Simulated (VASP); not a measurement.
# Si (P6_3/mmc) in VASP: notebook

The runs below take Si through single point, with PBE, r2SCAN, HSE06.

All numbers are computed with VASP 6.6.1; they aren't measurements. Logs are shortened: lines on timing, memory, paths and dates and some standing lists are left out, and cuts for length are marked.

## Step 1: The cell of the first run

Symmetry: P6_3/mmc, No. 194, hexagonal system. The conventional cell has a = 3.832 Å, b = 3.832 Å, c = 6.595 Å, α = 90.00°, β = 90.00°, γ = 120.00°. Within 3.1 Å of Si (site symmetry 3m) lie 4 Si at 2.37 to 2.44 Å.

This isn't the form of Si at room conditions, which is diamond.

## Step 2: Single point, PBE (uniaxial z strain +4.0%)

Input file INCAR:

```
ALGO = Normal ; EDIFF = 1E-6
ENCUT = 520 ; GGA = PE
ISIF = 2 ; ISMEAR = -1
LASPH = True ; LCHARG = False
LREAL = False ; LWAVE = False
NBANDS = 16 ; NELM = 100
PREC = Accurate ; SIGMA = 0.02
```

Input file KPOINTS:

```
k-points
0
Gamma
  12 12 4
```

Input file POSCAR:

```
Si
1.0
    3.8321295590      0.0000000000      0.0000000000
   -1.9160647795      3.3187215487      0.0000000000
    0.0000000000      0.0000000000      6.5948655349
Si
4
Direct
    0.3333333333      0.6666666667      0.0023436717
    0.6666666667      0.3333333333      0.5023436717
    0.3333333333      0.6666666667      0.3726563283
    0.6666666667      0.3333333333      0.8726563283
```

Potentials or basis: VASP PAW PBE potentials, release 64 (Si).

Started as:

```bash
$ cat potpaw_PBE.64/Si/POTCAR > POTCAR
$ mpirun -np 1 vasp_std > vasp.out
```

OUTCAR:

```text
EDIFF = 1E-6
   ENCUT = 520
   GGA = PE
   ISIF = 2
   ISMEAR = -1
   LASPH = True
   LREAL = False
   NELM = 100
   PREC = Accurate

 ion  position               nearest neighbor table
   1  0.333  0.667  0.002-   4 2.37   4 2.37   4 2.37   3 2.44
   2  0.667  0.333  0.502-   3 2.37   3 2.37   3 2.37   4 2.44
   3  0.333  0.667  0.373-   2 2.37   2 2.37   2 2.37   1 2.44
   4  0.667  0.333  0.873-   1 2.37   1 2.37   1 2.37   2 2.44

  LATTYP: Found a hexagonal cell.
 ALAT       =     3.8321295590
 C/A-ratio  =     1.7209401283

  Lattice vectors:

 A1 = (   3.8321295590,   0.0000000000,   0.0000000000)
 A2 = (  -1.9160647795,   3.3187215487,   0.0000000000)
 A3 = (   0.0000000000,   0.0000000000,   6.5948655349)

Analysis of symmetry for initial positions (statically):
=====================================================================
 Subroutine PRICEL returns:
 Original cell was already a primitive cell.

 Routine SETGRP: Setting up the symmetry group for a
 hexagonal supercell.

 Subroutine GETGRP returns: Found 24 space group operations
 (whereof  6 operations were pure point group operations)
 out of a pool of 24 trial point group operations.

The static configuration has the point symmetry C_3v.
 The point group associated with its full space group is D_6h.

Analysis of symmetry for dynamics (positions and initial velocities):
=====================================================================
 Subroutine PRICEL returns:
 Original cell was already a primitive cell.

 Routine SETGRP: Setting up the symmetry group for a
 hexagonal supercell.

 Subroutine GETGRP returns: Found 24 space group operations
 (whereof  6 operations were pure point group operations)
 out of a pool of 24 trial point group operations.

The dynamic configuration has the point symmetry C_3v.
 The point group associated with its full space group is D_6h.

 Subroutine INISYM returns: Found 24 space group operations
 (whereof  6 operations are pure point group operations),
 and found     1 'primitive' translations

----------------------------------------------------------------------------------------

                                     Primitive cell

  volume of cell :      83.8720

  direct lattice vectors                    reciprocal lattice vectors
     3.832129559  0.000000000  0.000000000     0.260951511  0.150660425  0.000000000
    -1.916064780  3.318721549  0.000000000     0.000000000  0.301320851  0.000000000
     0.000000000  0.000000000  6.594865535     0.000000000  0.000000000  0.151633114

  length of vectors
     3.832129559  3.832129559  6.594865535     0.301320851  0.301320851  0.151633114

  position of ions in fractional coordinates (direct lattice)
     0.333333333  0.666666667  0.002343672
     0.666666667  0.333333333  0.502343672
     0.333333333  0.666666667  0.372656328
     0.666666667  0.333333333  0.872656328

  ion indices of the primitive-cell ions
   primitive index   ion index
                 1           1
                 2           2
                 3           3
                 4           4

----------------------------------------------------------------------------------------

 KPOINTS: k-points

Automatic generation of k-mesh.
 Grid dimensions read from file:
 generate k-points for:   12   12    4

 Generating k-lattice:

  Cartesian coordinates                     Fractional coordinates (reciprocal lattice)
     0.021745959  0.012555035  0.000000000     0.083333333  0.000000000  0.000000000
     0.000000000  0.025110071  0.000000000     0.000000000  0.083333333  0.000000000
     0.000000000  0.000000000  0.037908279     0.000000000  0.000000000  0.250000000

  Length of vectors
     0.025110071  0.025110071  0.037908279

  Shift w.r.t. Gamma in fractional coordinates (k-lattice)
     0.000000000  0.000000000  0.000000000

 Subroutine IBZKPT returns following result:
 ===========================================

 Found     57 irreducible k-points:

 Following reciprocal coordinates:
            Coordinates               Weight
  0.000000  0.000000  0.000000      1.000000
  0.083333  0.000000  0.000000      6.000000
  0.166667  0.000000  0.000000      6.000000
  0.250000 -0.000000  0.000000      6.000000
  0.333333 -0.000000  0.000000      6.000000
  0.416667 -0.000000  0.000000      6.000000
[... 16 lines left out ...]
  0.250000 -0.000000  0.250000     12.000000
  0.333333 -0.000000  0.250000     12.000000
 [... further k-points ...]
   k-points           NKPTS =     57   k-points in BZ     NKDIM =     57   number of bands    NBANDS=     16
   number of dos      NEDOS =    301   number of ions     NIONS =      4
   total plane-waves  NPLWV =  45000
   dimension x,y,z NGX =    30 NGY =   30 NGZ =   50
   dimension x,y,z NGXF=    60 NGYF=   60 NGZF=  100
   ions per type =               4
   NGX,Y,Z   is equivalent  to a cutoff of  13.01, 13.01, 12.60 a.u.
   NGXF,Y,Z  is equivalent  to a cutoff of  26.03, 26.03, 25.21 a.u.
 SYSTEM =  unknown system
   PREC   = accura    normal or accurate (medium, high low for compatibility)
   ISTART =      0    job   : 0-new  1-cont  2-samecut
   ICHARG =      2    charge: 1-file 2-atom 10-const
   ISPIN  =      1    spin polarized calculation?
   LNONCOLLINEAR =      F non collinear calculations
   LSORBIT =      F    spin-orbit coupling
   LASPH  =      T    aspherical Exc in radial PAW
   ENCUT  =  520.0 eV  38.22 Ry    6.18 a.u.   7.13  7.13 12.26*2*pi/ulx,y,z
   NELM   =    100;   NELMIN=  2; NELMDL= -5     # of ELM steps
   EDIFF  = 0.1E-05   stopping-criterion for ELM
   LREAL  =      F    real-space projection
   EDIFFG = 0.1E-04   stopping-criterion for IOM
   NSW    =      0    number of steps for IOM
   IBRION =     -1    ionic relax: 0-MD 1-quasi-New 2-CG
   NFREE  =      0    steps in history (QN), initial steepest desc. (CG)
   ISIF   =      2    stress and relaxation
   ISYM   =      2    0-nonsym 1-usesym 2-fastsym
   POTIM  = 0.5000    time-step for ionic-motion
   TEBEG  =    0.0;   TEEND  =   0.0 temperature during run
   PSTRESS=    0.0 pullay stress
   NELECT =      16.0000    total number of electrons
   NUPDOWN=      -1.0000    fix difference up-down
   EMIN   =  10.00;   EMAX   =-10.00  energy-range for DOS
   EFERMI =   0.00;   METHOD = LEGACY
   ISMEAR =    -1;   SIGMA  =   0.02  broadening in eV -4-tet -1-fermi 0-gaus
   EFERMI_NEDOS =   21; number of points for ismear=-14 and -15
   IALGO  =     38    algorithm
   IMIX   =      4    mixing-type and parameters
     AMIX     =   0.40;   BMIX     =  1.00
     AMIX_MAG =   1.60;   BMIX_MAG =  1.00
  volume/ion in A,a.u.               =      20.97       141.50
  Fermi-wavevector in a.u.,A,eV,Ry     =   0.942416  1.780907 12.083978  0.888147
  Thomas-Fermi vector in A             =   2.070023
   LORBIT       =      0    0 simple, 1 ext, 2 COOP (PROOUT), +10 PAW based schemes
   GGA     = PE    functional components
   LHFCALC =     F    Hartree Fock is set to
   AEXX    =    0.0000 exact exchange contribution
   IVDW    =     0    specifies the selected vdW correction
   LEPSILON=     F    determine dielectric tensor
   LRPA    =     F    only Hartree local field effects (RPA)
 non-spin polarized calculation
  energy-cutoff  :      520.00
  volume of cell :       83.87
 maximum number of plane-waves:      2286
 NGX is ok and might be reduce to    30
   NGX = 15   NGY = 15   NGZ = 25

 number of electron      16.0000001 magnetization

 Free energy of the ion-electron system (eV)
  ---------------------------------------------------
  ext. energy  EPLUGINS =         0.00000000
  ---------------------------------------------------
  free energy    TOTEN  =       -21.59317590 eV

  energy without entropy =      -21.59317590  energy(sigma->0) =      -21.59317590

 E-fermi :   5.9762     XC(G=0):  -9.2298

 val. band max:        5.6770805389   @ k =   0.0000   0.0000   0.0000
 cond. band min:       6.2984706610   @ k =   0.5000  -0.0000   0.0000
 fundamental gap:      0.6213901222
 Fermi energy:         5.9762337965

 k-point     1 :       0.0000    0.0000    0.0000
  band No.  band energies     occupation
      1      -6.2895      2.00000
      2      -4.3161      2.00000
      3      -1.4307      2.00000
      4       4.3823      2.00000
      5       4.3823      2.00000
      6       5.0797      2.00000
[... 8 lines left out ...]
     15       9.7695      0.00000
     16      11.7468      0.00000

 k-point     2 :       0.0833    0.0000    0.0000
  band No.  band energies     occupation
      1      -6.2087      2.00000
      2      -4.2334      2.00000
      3      -1.3863      2.00000
      4       3.6994      2.00000
      5       4.2115      2.00000
      6       4.9984      2.00000
[... 8 lines left out ...]
     15      10.0805      0.00000
     16      11.2020      0.00000

 k-point     3 :       0.1667    0.0000    0.0000
  band No.  band energies     occupation
      1      -5.9683      2.00000
      2      -3.9873      2.00000
      3      -1.2791      2.00000
      4       2.5139      2.00000
      5       3.7707      2.00000
      6       3.8335      2.00000
[... 8 lines left out ...]
     15      10.8950      0.00000
     16      11.2287      0.00000

 k-point     4 :       0.2500   -0.0000    0.0000
  band No.  band energies     occupation
      1      -5.5760      2.00000
      2      -3.5840      2.00000
      3      -1.2257      2.00000
      4       1.4671      2.00000
      5       2.4489      2.00000
      6       3.4358      2.00000
[... 8 lines left out ...]
     15      11.9320      0.00000
     16      12.0226      0.00000
[... 324 lines left out ...]
 k-point    22 :       0.1667    0.0000    0.2500
  band No.  band energies     occupation
      1      -5.7881      2.00000
      2      -4.5013      2.00000
      3      -0.4430      2.00000
      4       2.6937      2.00000
      5       2.9372      2.00000
      6       3.9754      2.00000
[... 8 lines left out ...]
     15      10.8960      0.00000
     16      11.2541      0.00000

 k-point    23 :       0.2500   -0.0000    0.2500
  band No.  band energies     occupation
      1      -5.3969      2.00000
      2      -4.1113      2.00000
      3      -0.4803      2.00000
      4       1.7382      2.00000
      5       1.8894      2.00000
      6       3.5801      2.00000
[... 8 lines left out ...]
     15      11.5310      0.00000
     16      11.8456      0.00000

 k-point    24 :       0.3333   -0.0000    0.2500
  band No.  band energies     occupation
      1      -4.8753      2.00000
      2      -3.5983      2.00000
      3      -0.9546      2.00000
      4       0.7116      2.00000
      5       1.4521      2.00000
      6       3.2607      2.00000
[... 8 lines left out ...]
     15      12.5119      0.00000
     16      13.0870      0.00000

 [... further k-points ...]

------------------------ aborting loop because EDIFF is reached ----------------------------------------

  FORCE on cell =-STRESS in cart. coord.  units (eV):
  Direction    XX          YY          ZZ          XY          YZ          ZX
  --------------------------------------------------------------------------------------
  -------------------------------------------------------------------------------------
  Total        0.0182990      0.0182990     -3.5152715      0.0000000      0.0000000      0.0000000
  in kB        0.3495598      0.3495598    -67.1510039      0.0000000      0.0000000      0.0000000
  external PRESSURE =     -22.1506281 kB  Pullay stress =       0.0000000 kB

 VOLUME and BASIS-vectors are now :
 -----------------------------------------------------------------------------
  energy-cutoff  :      520.00
  volume of cell :       83.87
      direct lattice vectors                 reciprocal lattice vectors
     3.832129559  0.000000000  0.000000000     0.260951511  0.150660425  0.000000000
    -1.916064780  3.318721549  0.000000000     0.000000000  0.301320851  0.000000000
     0.000000000  0.000000000  6.594865535     0.000000000  0.000000000  0.151633114

 POSITION                                       TOTAL-FORCE (eV/Angst)
 -----------------------------------------------------------------------------------
     -0.00000      2.21248      0.01546         0.000000     -0.000000      0.018484
      1.91606      1.10624      3.31289        -0.000000      0.000000      0.018484
     -0.00000      2.21248      2.45762         0.000000     -0.000000     -0.018484
      1.91606      1.10624      5.75505        -0.000000      0.000000     -0.018484
 -----------------------------------------------------------------------------------
    total drift:                               -0.000000      0.000000      0.000006

  FREE ENERGIE OF THE ION-ELECTRON SYSTEM (eV)
  ---------------------------------------------------
  free  energy   TOTEN  =       -21.5931759004 eV

  energy  without entropy=      -21.5931758989  energy(sigma->0) =      -21.59317590
```

It took 37 s on 1 thread of AMD EPYC 9R45 (Zen 5), shared host; peak memory 0.19 GiB.

Results:

```yaml
Free_energy: -21.5932 eV
Pressure: -2.2 GPa
Largest_force: 0.018 eV/Å
Band_gap_on_the_k_mesh: 0.62 eV (least direct gap 1.31 eV)
```

Forces on the atoms (eV/Å):
```
Si   0.000  0.000  0.018
Si   0.000  0.000  0.018
Si   0.000  0.000 -0.018
Si   0.000  0.000 -0.018
```

Caveat: the cell differs from its parent crystal (uniaxial z strain +4.0%); the stress differs along the axes, from -7 to 0 GPa.

## Step 3: Single point, r2SCAN (uniaxial z strain +4.0%)

POSCAR is that of step 2.

Input file INCAR.step1:

```
PREC     = Accurate       # precision mode
ENCUT    = 520            # plane-wave cutoff, eV
ISMEAR   = 0              # smearing method
SIGMA    = 0.01           # smearing width, eV
LREAL    = False          # projectors in reciprocal space
LASPH    = True           # aspherical terms in the spheres
NELM     = 100            # most SCF steps
NBANDS   = 16             # bands
GGA      = PE             # functional
ALGO     = Normal         # electronic algorithm
EDIFF    = 1E-4           # SCF threshold, eV
LWAVE    = True           # write WAVECAR
LCHARG   = False          # write CHGCAR
```

Input file INCAR.step2:

```
PREC     = Accurate       # precision mode
ENCUT    = 520            # plane-wave cutoff, eV
EDIFF    = 1E-7           # SCF threshold, eV
ISMEAR   = 0              # smearing method
SIGMA    = 0.01           # smearing width, eV
LREAL    = False          # projectors in reciprocal space
LASPH    = True           # aspherical terms in the spheres
NELM     = 100            # most SCF steps
ALGO     = Normal         # electronic algorithm
ISIF     = 2              # what is computed and relaxed
LWAVE    = False          # write WAVECAR
LCHARG   = False          # write CHGCAR
METAGGA  = R2SCAN         # meta-GGA
LMIXTAU  = True         
NBANDS   = 16             # bands
ISTART   = 1
```

Input file KPOINTS:

```
regular mesh
0
Gamma
  12 12 4
```

Potentials or basis: VASP PAW PBE potentials, release 64 (Si).

Started as:

```bash
$ cat potpaw_PBE.64/Si/POTCAR > POTCAR
$ cp INCAR.step1 INCAR
$ mpirun -np 1 vasp_std > vasp.out
$ cp INCAR.step2 INCAR
$ mpirun -np 1 vasp_std > vasp.out
```

Wall time 2.7 min (1 thread of AMD EPYC 9R45 (Zen 5), shared host); peak memory 0.2 GiB.

The run converged. Its results:

* Free energy: -34.9591 eV
* Pressure: -3.7 GPa
* Largest force: 0.006 eV/Å
* Band gap on the k mesh: 0.82 eV (least direct gap 1.66 eV)

Forces on the atoms (eV/Å):
```
Si   0.000  0.000 -0.006
Si   0.000  0.000 -0.006
Si   0.000  0.000  0.006
Si   0.000  0.000  0.006
```

Stress tensor (GPa, compression positive):
```
-1.36  0.00  0.00
 0.00 -1.36  0.00
 0.00  0.00 -8.42
```

Levels at points of the mesh, in eV from the valence-band top:
| k point | band 5 | band 6 | band 7 | band 8 | band 9 | band 10 | band 11 | band 12 |
| --- | --- | --- | --- | --- | --- | --- | --- | --- |
| (0.00, 0.00, 0.00) | -1.38 | -0.63 | 0.00 | 0.00 | 1.66 | 1.77 | 2.32 | 2.32 |
| (0.50, 0.00, 0.00) | -4.73 | -3.03 | -3.00 | -1.55 | 0.82 | 2.50 | 2.99 | 3.40 |
| (0.00, 0.00, 0.50) | -0.83 | -0.83 | -0.83 | -0.83 | 2.32 | 2.32 | 3.27 | 3.27 |
| (0.50, 0.00, 0.50) | -2.73 | -2.73 | -2.41 | -2.41 | 0.99 | 0.99 | 1.86 | 1.86 |

Caveat: the cell differs from its parent crystal (uniaxial z strain +4.0%); the stress differs along the axes, from -8 to -1 GPa; the PAW data sets were made with another functional, which shifts forces and pressure a little. A k mesh can miss the band edges.

## Step 4: Single point, HSE06 (uniaxial z strain -3.0%)

Input file POSCAR:

```
Si
1.0
    3.8321295590      0.0000000000      0.0000000000
   -1.9160647795      3.3187215487      0.0000000000
    0.0000000000      0.0000000000      6.1509803546
Si
4
Direct
    0.3333333333      0.6666666667     -0.0014675911
    0.6666666667      0.3333333333      0.4985324089
    0.3333333333      0.6666666667      0.3764675911
    0.6666666667      0.3333333333      0.8764675911
```

Input file INCAR.step1:

```
SYSTEM = Si
  PREC = Accurate
  ENCUT = 520
  EDIFF = 1E-5
  ISMEAR = 0
  SIGMA = 0.01
  LREAL = .FALSE.
  LASPH = .TRUE.
  NELM = 100
  ALGO = Normal
  ISIF = 2
  LWAVE = .TRUE.
  LCHARG = .FALSE.
  GGA = PE
  NBANDS = 16
```

Input file INCAR.step2:

```
SYSTEM = Si
  PREC = Accurate
  ENCUT = 520
  EDIFF = 1E-6
  ISMEAR = 0
  SIGMA = 0.01
  LREAL = .FALSE.
  LASPH = .TRUE.
  NELM = 100
  ALGO = Normal
  ISIF = 2
  LWAVE = .FALSE.
  LCHARG = .FALSE.
  GGA = PE
  LHFCALC = .TRUE.
  HFSCREEN = 0.2079
  PRECFOCK = Normal
  ISTART = 1
  NBANDS = 16
```

Input file KPOINTS:

```
regular mesh
0
G
  6 6 4
  0 0 0
```

Started as:

```bash
$ cat potpaw_PBE.64/Si/POTCAR > POTCAR
$ cp INCAR.step1 INCAR
$ mpirun -np 1 vasp_std > vasp.out
$ cp INCAR.step2 INCAR
$ mpirun -np 1 vasp_std > vasp.out
```

It took 82 min on 1 thread of Oxide Virtual Turin-like, shared host; peak memory 0.29 GiB.

The run converged. Its results:

```
Free energy            : -24.9939 eV
Pressure               : 2.7 GPa
Largest force          : 0.023 eV/Å
Band gap on the k mesh : 0.81 eV (least direct gap 1.46 eV)
```

Forces in eV/Å, atoms in the order of the input:
```
Si   0.000  0.000 -0.023
Si   0.000  0.000 -0.023
Si   0.000  0.000  0.023
Si   0.000  0.000  0.023
```

Stress tensor (GPa, compression positive):
```
0.81 0.00 0.00
0.00 0.81 0.00
0.00 0.00 6.40
```

Levels at points of the mesh, in eV from the valence-band top:
```
           k point  band 5  band 6  band 7  band 8  band 9  band 10  band 11  band 12
(0.00, 0.00, 0.00)   -1.85   -0.15    0.00    0.00    1.46     2.61     2.61     3.65
(0.50, 0.00, 0.00)   -5.20   -3.53   -3.24   -1.56    0.81     3.19     3.86     3.87
(0.00, 0.00, 0.50)   -1.13   -1.13   -1.13   -1.13    2.38     2.38     3.70     3.70
(0.50, 0.00, 0.50)   -2.76   -2.76   -2.52   -2.52    1.59     1.59     2.40     2.40
```

Caveat: the cell differs from its parent crystal (uniaxial z strain -3.0%); the stress differs along the axes, from 1 to 6 GPa; the PAW data sets were made with another functional, which shifts forces and pressure a little.

## Step 5: Summary

| level | cell | k mesh | smearing | grid for exact exchange (PRECFOCK) | share of exact exchange | screening parameter | gap on the mesh (eV) | pressure (GPa) | largest force (eV/Å) |
| --- | --- | --- | --- | --- | --- | --- | --- | --- | --- |
| PBE | a = 3.832, b = 3.832, c = 6.595 Å, angles 90.0, 90.0, 120.0°, 4 atoms, uniaxial z strain +4.0% | 12 × 12 × 4 | fermi-dirac 0.02 eV | - | - | - | 0.62 | -2.2 | 0.02 |
| r2SCAN | a = 3.832, b = 3.832, c = 6.595 Å, angles 90.0, 90.0, 120.0°, 4 atoms, uniaxial z strain +4.0% | 12 × 12 × 4 | gaussian 0.01 eV | - | - | - | 0.82 | -3.7 | 0.01 |
| HSE06 | a = 3.832, b = 3.832, c = 6.151 Å, angles 90.0, 90.0, 120.0°, 4 atoms, uniaxial z strain -3.0% | 6 × 6 × 4 | gaussian 0.01 eV | Normal | 0.25 | 0.2079 1/Å | 0.81 | 2.7 | 0.02 |

Alike in all rows: task single point; potentials or basis VASP PAW PBE potentials, release 64 (Si); no spin polarisation; cutoff (eV) 520.

Caveats: the PAW data sets were made with another functional, which shifts forces and pressure a little (at least some runs); the stress differs along the axes, from -7 to 0 GPa (at least some runs); the stress differs along the axes, from -8 to -1 GPa (at least some runs); the stress differs along the axes, from 1 to 6 GPa (at least some runs).

Total energies depend on the potentials used, so only differences within one code and one set of settings carry meaning.
